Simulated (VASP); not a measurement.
# Se (Im-3m) in VASP: notebook

Se is run at these levels: LDA; tasks: single point, relaxation of cell and atoms.

Everything below comes from runs of VASP 6.6.1. Logs are shortened: lines on timing, memory, paths and dates and some standing lists are left out, and cuts for length are marked.

## (1) The cell of the first run

Symmetry: Im-3m, No. 229, cubic system. Conventional cell: a = 3.359 Å, b = 3.359 Å, c = 3.359 Å, α = 90.00°, β = 90.00°, γ = 90.00°. Se (site symmetry m-3m) has 14 Se at 2.91 to 3.36 Å within 3.8 Å.

This isn't the form of Se at room conditions, which is trigonal, of chains.

## (2) Single point, LDA

INCAR

```
  ALGO = Normal
  EDIFF = 1E-6
  ENCUT = 520
  GGA = CA
  ISIF = 2
  ISMEAR = 1
  LASPH = True
  LCHARG = False
  LREAL = False
  LWAVE = False
  NBANDS = 9
  NELM = 60
  PREC = Accurate
  SIGMA = 0.02
```

KPOINTS

```
k-points
0
Gamma
  20 20 20
```

POSCAR

```
Se
1.0
   -1.6796006660      1.6796006660      1.6796006660
    1.6796006660     -1.6796006660      1.6796006660
    1.6796006660      1.6796006660     -1.6796006660
Se
1
Direct
    0.0000000000      0.0000000000      0.0000000000
```

Potentials or basis: VASP PAW LDA potentials, release 64 (Se).

Command:

```sh
cat potpaw_LDA.64/Se/POTCAR > POTCAR
mpirun -np 1 vasp_std > vasp.out
```

OUTCAR:

```text
EDIFF = 1E-6
   ENCUT = 520
   GGA = CA
   ISIF = 2
   ISMEAR = 1
   LASPH = True
   LREAL = False
   NELM = 60
   PREC = Accurate

 ion  position               nearest neighbor table
   1  0.000  0.000  0.000-

  LATTYP: Found a body centered cubic cell.
 ALAT       =     3.3592013320

  Lattice vectors:

 A1 = (  -1.6796006660,   1.6796006660,   1.6796006660)
 A2 = (   1.6796006660,  -1.6796006660,   1.6796006660)
 A3 = (   1.6796006660,   1.6796006660,  -1.6796006660)

Analysis of symmetry for initial positions (statically):
=====================================================================
 Subroutine PRICEL returns:
 Original cell was already a primitive cell.

 Routine SETGRP: Setting up the symmetry group for a
 body centered cubic supercell.

 Subroutine GETGRP returns: Found 48 space group operations
 (whereof 48 operations were pure point group operations)
 out of a pool of 48 trial point group operations.

The static configuration has the point symmetry O_h .

Analysis of symmetry for dynamics (positions and initial velocities):
=====================================================================
 Subroutine PRICEL returns:
 Original cell was already a primitive cell.

 Routine SETGRP: Setting up the symmetry group for a
 body centered cubic supercell.

 Subroutine GETGRP returns: Found 48 space group operations
 (whereof 48 operations were pure point group operations)
 out of a pool of 48 trial point group operations.

The dynamic configuration has the point symmetry O_h .

 Subroutine INISYM returns: Found 48 space group operations
 (whereof 48 operations are pure point group operations),
 and found     1 'primitive' translations

----------------------------------------------------------------------------------------

                                     Primitive cell

  volume of cell :      18.9530

  direct lattice vectors                    reciprocal lattice vectors
    -1.679600666  1.679600666  1.679600666     0.000000000  0.297689808  0.297689808
     1.679600666 -1.679600666  1.679600666     0.297689808  0.000000000  0.297689808
     1.679600666  1.679600666 -1.679600666     0.297689808  0.297689808  0.000000000

  length of vectors
     2.909153690  2.909153690  2.909153690     0.420996964  0.420996964  0.420996964

  position of ions in fractional coordinates (direct lattice)
     0.000000000  0.000000000  0.000000000

  ion indices of the primitive-cell ions
   primitive index   ion index
                 1           1

----------------------------------------------------------------------------------------

 KPOINTS: k-points

Automatic generation of k-mesh.
 Grid dimensions read from file:
 generate k-points for:   20   20   20

 Generating k-lattice:

  Cartesian coordinates                     Fractional coordinates (reciprocal lattice)
     0.000000000  0.014884490  0.014884490     0.050000000  0.000000000  0.000000000
     0.014884490  0.000000000  0.014884490     0.000000000  0.050000000  0.000000000
     0.014884490  0.014884490  0.000000000     0.000000000  0.000000000  0.050000000

  Length of vectors
     0.021049848  0.021049848  0.021049848

  Shift w.r.t. Gamma in fractional coordinates (k-lattice)
     0.000000000  0.000000000  0.000000000

 Subroutine IBZKPT returns following result:
 ===========================================

 Found    256 irreducible k-points:

 Following reciprocal coordinates:
            Coordinates               Weight
  0.000000  0.000000  0.000000      1.000000
  0.050000  0.000000  0.000000     12.000000
  0.100000  0.000000  0.000000     12.000000
  0.150000  0.000000  0.000000     12.000000
  0.200000  0.000000  0.000000     12.000000
  0.250000  0.000000  0.000000     12.000000
[... 16 lines left out ...]
  0.200000  0.100000  0.000000     48.000000
  0.250000  0.100000  0.000000     48.000000
 [... further k-points ...]
   k-points           NKPTS =    256   k-points in BZ     NKDIM =    256   number of bands    NBANDS=      9
   number of dos      NEDOS =    301   number of ions     NIONS =      1
   total plane-waves  NPLWV =  13824
   dimension x,y,z NGX =    24 NGY =   24 NGZ =   24
   dimension x,y,z NGXF=    48 NGYF=   48 NGZF=   48
   ions per type =               1
   NGX,Y,Z   is equivalent  to a cutoff of  13.71, 13.71, 13.71 a.u.
   NGXF,Y,Z  is equivalent  to a cutoff of  27.43, 27.43, 27.43 a.u.
 SYSTEM =  unknown system
   PREC   = accura    normal or accurate (medium, high low for compatibility)
   ISTART =      0    job   : 0-new  1-cont  2-samecut
   ICHARG =      2    charge: 1-file 2-atom 10-const
   ISPIN  =      1    spin polarized calculation?
   LNONCOLLINEAR =      F non collinear calculations
   LSORBIT =      F    spin-orbit coupling
   LASPH  =      T    aspherical Exc in radial PAW
   ENCUT  =  520.0 eV  38.22 Ry    6.18 a.u.   5.41  5.41  5.41*2*pi/ulx,y,z
   NELM   =     60;   NELMIN=  2; NELMDL= -5     # of ELM steps
   EDIFF  = 0.1E-05   stopping-criterion for ELM
   LREAL  =      F    real-space projection
   EDIFFG = 0.1E-04   stopping-criterion for IOM
   NSW    =      0    number of steps for IOM
   IBRION =     -1    ionic relax: 0-MD 1-quasi-New 2-CG
   NFREE  =      0    steps in history (QN), initial steepest desc. (CG)
   ISIF   =      2    stress and relaxation
   ISYM   =      2    0-nonsym 1-usesym 2-fastsym
   POTIM  = 0.5000    time-step for ionic-motion
   TEBEG  =    0.0;   TEEND  =   0.0 temperature during run
   PSTRESS=    0.0 pullay stress
   NELECT =       6.0000    total number of electrons
   NUPDOWN=      -1.0000    fix difference up-down
   EMIN   =  10.00;   EMAX   =-10.00  energy-range for DOS
   EFERMI =   0.00;   METHOD = LEGACY
   ISMEAR =     1;   SIGMA  =   0.02  broadening in eV -4-tet -1-fermi 0-gaus
   EFERMI_NEDOS =   21; number of points for ismear=-14 and -15
   IALGO  =     38    algorithm
   IMIX   =      4    mixing-type and parameters
     AMIX     =   0.40;   BMIX     =  1.00
     AMIX_MAG =   1.60;   BMIX_MAG =  1.00
  volume/ion in A,a.u.               =      18.95       127.90
  Fermi-wavevector in a.u.,A,eV,Ry     =   1.115747  2.108457 16.937787  1.244892
  Thomas-Fermi vector in A             =   2.252355
   LORBIT       =      0    0 simple, 1 ext, 2 COOP (PROOUT), +10 PAW based schemes
   GGA     = CA    functional components
   LHFCALC =     F    Hartree Fock is set to
   AEXX    =    0.0000 exact exchange contribution
   IVDW    =     0    specifies the selected vdW correction
   LEPSILON=     F    determine dielectric tensor
   LRPA    =     F    only Hartree local field effects (RPA)
 non-spin polarized calculation
 Methfessel and Paxton  Order N= 1 SIGMA  =   0.02
  energy-cutoff  :      520.00
  volume of cell :       18.95
 maximum number of plane-waves:       532
 NGX is ok and might be reduce to    24
   NGX = 11   NGY = 11   NGZ = 11

 number of electron       6.0000000 magnetization

 Free energy of the ion-electron system (eV)
  ---------------------------------------------------
  ext. energy  EPLUGINS =         0.00000000
  ---------------------------------------------------
  free energy    TOTEN  =        -3.71948935 eV

  energy without entropy =       -3.71941957  energy(sigma->0) =       -3.71946609

 E-fermi :   6.4592     XC(G=0): -11.0855

 val. band max:        6.4584183589   @ k =   0.4000   0.0500   0.0000
 cond. band min:       6.4619873262   @ k =  -0.4000   0.5000   0.2000
 fundamental gap:      0.0035689673
 Fermi energy:         6.4591875546

 k-point     1 :       0.0000    0.0000    0.0000
  band No.  band energies     occupation
      1     -10.2834      2.00000
      2       9.7867      0.00000
      3       9.7867      0.00000
      4       9.7867      0.00000
      5      18.4794      0.00000
      6      19.0898      0.00000
      7      19.0898      0.00000
      8      19.0898      0.00000
      9      22.1447      0.00000

 k-point     2 :       0.0500    0.0000    0.0000
  band No.  band energies     occupation
      1     -10.2263      2.00000
      2       9.4154      0.00000
      3       9.6590      0.00000
      4       9.7634      0.00000
      5      18.6273      0.00000
      6      18.8299      0.00000
      7      19.0965      0.00000
      8      19.3368      0.00000
      9      21.4502      0.00000

 k-point     3 :       0.1000    0.0000    0.0000
  band No.  band energies     occupation
      1     -10.0560      2.00000
      2       8.4502      0.00000
      3       9.3160      0.00000
      4       9.6952      0.00000
      5      18.0851      0.00000
      6      18.2259      0.00000
      7      19.8246      0.00000
      8      20.0373      0.00000
      9      21.0382      0.00000

 k-point     4 :       0.1500    0.0000    0.0000
  band No.  band energies     occupation
      1      -9.7749      2.00000
      2       7.1520      0.00000
      3       8.8454      0.00000
      4       9.5875      0.00000
      5      17.1296      0.00000
      6      17.5202      0.00000
      7      20.5661      0.00000
      8      21.1025      0.00000
      9      21.2530      0.00000
[... 205 lines left out ...]
 k-point    22 :       0.1500    0.1000    0.0000
  band No.  band energies     occupation
      1      -9.2245      2.00000
      2       5.4322      2.00000
      3       7.9058      0.00000
      4       9.0246      0.00000
      5      16.5165      0.00000
      6      17.1553      0.00000
      7      20.0689      0.00000
      8      20.9012      0.00000
      9      23.0712      0.00000

 k-point    23 :       0.2000    0.1000    0.0000
  band No.  band energies     occupation
      1      -8.7456      2.00000
      2       4.1311      2.00000
      3       7.2537      0.00000
      4       8.8145      0.00000
      5      15.8547      0.00000
      6      16.7955      0.00000
      7      20.1647      0.00000
      8      22.1818      0.00000
      9      23.5915      0.00000

 k-point    24 :       0.2500    0.1000    0.0000
  band No.  band energies     occupation
      1      -8.1878      2.00000
      2       2.8182      2.00000
      3       6.6941     -0.00000
      4       8.6145      0.00000
      5      15.2706      0.00000
      6      16.5013      0.00000
      7      20.4175      0.00000
      8      23.6642      0.00000
      9      24.2004      0.00000

 [... further k-points ...]
[... 5 lines left out ...]
  --------------------------------------------------------------------------------------
  -------------------------------------------------------------------------------------
  Total        0.0208126      0.0208126      0.0208126     -0.0000000      0.0000000     -0.0000000
  in kB        1.7593726      1.7593726      1.7593726     -0.0000000      0.0000000     -0.0000000
  external PRESSURE =       1.7593726 kB  Pullay stress =       0.0000000 kB

 VOLUME and BASIS-vectors are now :
 -----------------------------------------------------------------------------
  energy-cutoff  :      520.00
  volume of cell :       18.95
      direct lattice vectors                 reciprocal lattice vectors
    -1.679600666  1.679600666  1.679600666     0.000000000  0.297689808  0.297689808
     1.679600666 -1.679600666  1.679600666     0.297689808  0.000000000  0.297689808
     1.679600666  1.679600666 -1.679600666     0.297689808  0.297689808  0.000000000

 POSITION                                       TOTAL-FORCE (eV/Angst)
 -----------------------------------------------------------------------------------
      0.00000      0.00000      0.00000         0.000000      0.000000      0.000000
 -----------------------------------------------------------------------------------
    total drift:                                0.000000     -0.000000      0.000000

  FREE ENERGIE OF THE ION-ELECTRON SYSTEM (eV)
  ---------------------------------------------------
  free  energy   TOTEN  =        -3.7194893528 eV

  energy  without entropy=       -3.7194195723  energy(sigma->0) =       -3.71946609
```

Run time: 33 s. Hardware: 1 thread of Intel Xeon 8259CL, shared host; peak memory 0.16 GiB.

What came out:

```yaml
Free_energy: -3.7195 eV
Pressure: 0.2 GPa
Band_gap_on_the_k_mesh: zero (bands 3 and 4 overlap by 7.43 eV)
```

## (3) Relaxation of cell and atoms, LDA

This run uses another cell than the first one, of 11.07 Å³/atom.

INCAR

```
SYSTEM = Se
  PREC = Accurate
  ENCUT = 600
  EDIFF = 1E-6
  ISMEAR = 1
  SIGMA = 0.02
  LREAL = .False.
  LASPH = .True.
  NELM = 80
  ALGO = Normal
  ISIF = 3
  LWAVE = .False.
  LCHARG = .False.
  IBRION = 2
  NSW = 60
  EDIFFG = -0.02
```

KPOINTS

```
regular mesh
0
Gamma
  20 20 20
  0 0 0
```

POSCAR

```
Se
1.0
   -1.4038000000      1.4038000000      1.4038000000
    1.4038000000     -1.4038000000      1.4038000000
    1.4038000000      1.4038000000     -1.4038000000
Se
1
Direct
    0.0000000000      0.0000000000      0.0000000000
```

Potentials or basis: VASP PAW LDA potentials, release 64 (Se).

Command:

```sh
cat potpaw_LDA.64/Se/POTCAR > POTCAR
mpirun -np 1 vasp_std > vasp.out
```

It took 1.7 min on 1 thread of Intel Xeon 8259CL, shared host; peak memory 0.14 GiB.

The run converged. Its results:

```yaml
Free_energy: -3.7184 eV
Relaxed_volume: 18.99 Å³/atom
Relaxed_cell: a = 2.911 Å, b = 2.911 Å, c = 2.911 Å, α = 109.47°, β = 109.47°, γ = 109.47°
Space_group_after_relaxing_to_0.1_Å: Im-3m (No. 229)
Energy_gained_by_relaxing: 2441.8 meV/atom
Ionic_steps: 8
Pressure_after_relaxing: 0.0 GPa
Band_gap_on_the_k_mesh: zero (bands 3 and 4 overlap by 7.41 eV)
```

The path:
```
step  energy change (eV)  largest force (eV/Å)  pressure (GPa)  volume (Å³)
   1              0.0000                0.0000          159.71        11.07
   2             -0.8897                0.0000          -11.21        39.80
   3             -2.4185                0.0000           -5.36        20.29
   4             -2.4353                0.0000           -3.00        19.65
   5             -2.4418                0.0000            0.24        18.94
   6             -2.4415                0.0000           -0.68        19.12
   7             -2.4418                0.0000            0.28        18.93
   8             -2.4418                0.0000            0.00        18.99
```

Final structure:
```
CELL_PARAMETERS angstrom
-1.68055 1.68055 1.68055
1.68055 -1.68055 1.68055
1.68055 1.68055 -1.68055
ATOMIC_POSITIONS crystal
Se 0.00000 0.00000 0.00000
```

Levels at points of the mesh, in eV from the Fermi level:
| k point | band 1 | band 2 | band 3 | band 4 | band 5 | band 6 |
| --- | --- | --- | --- | --- | --- | --- |
| (0.00, 0.00, 0.00) | -16.73 | 3.32 | 3.32 | 3.32 | 12.00 | 12.63 |
| (0.50, 0.00, 0.00) | -12.89 | -7.17 | 0.09 | 2.33 | 6.98 | 8.32 |
| (0.50, 0.50, 0.50) | -10.19 | -3.46 | -3.46 | -3.46 | 3.78 | 3.78 |

Caveat: the volume moved by over 15 % at a fixed basis, so the end points are rough.
